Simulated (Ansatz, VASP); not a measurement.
**One calculation of Al4Cu, two programs**

```
Al Cu
1.0
     4.07735   -3.96599    0.00000
     4.07735    3.96599    0.00000
     0.00000    0.00000    2.70005
Al Cu
4 1
Direct
  0.73518 0.26482 0.50000
  0.26482 0.73518 0.50000
  0.30100 0.30100 0.00000
  0.69900 0.69900 0.00000
  0.00000 0.00000 0.00000
```

Change from the starting cell: species swapped into the OsCl4 type (Cmmm, No. 65).

Alike in both runs: functional PBE; k mesh 8 × 8 × 14; occupations gaussian, width 0.1 eV; no spin polarisation.

Ansatz relaxed the structure, and its values are those at the end. VASP's run is a single point on that final structure, the one shown.

|  | VASP | Ansatz |
| --- | --- | --- |
| version | VASP 6.6.1 | Ansatz 0.2.0 |
| potentials or method | VASP PAW PBE potentials, release 64 (Al, Cu), cutoff 520 eV | scalar-relativistic, plane waves, PAW |
| valence electrons in the cell | 23 | 31 |

|  | VASP | Ansatz | Ansatz less VASP |
| --- | --- | --- | --- |
| gap on the k mesh at the Fermi level (eV) | none | none | - |
| pressure (GPa) | 0.0 | 0.0 | -0.02 |
| rms of the force components (eV/Å) | 0.008 | 0.001 | -0.0076 |

A gap of «none» marks a metal or a gap that the smearing closes. The functional is the same, so the differences come from potentials, cutoffs and numerics. VASP's potentials hold 23 valence electrons a cell and Ansatz's 31, so a difference there can come from the potentials and not from the codes.
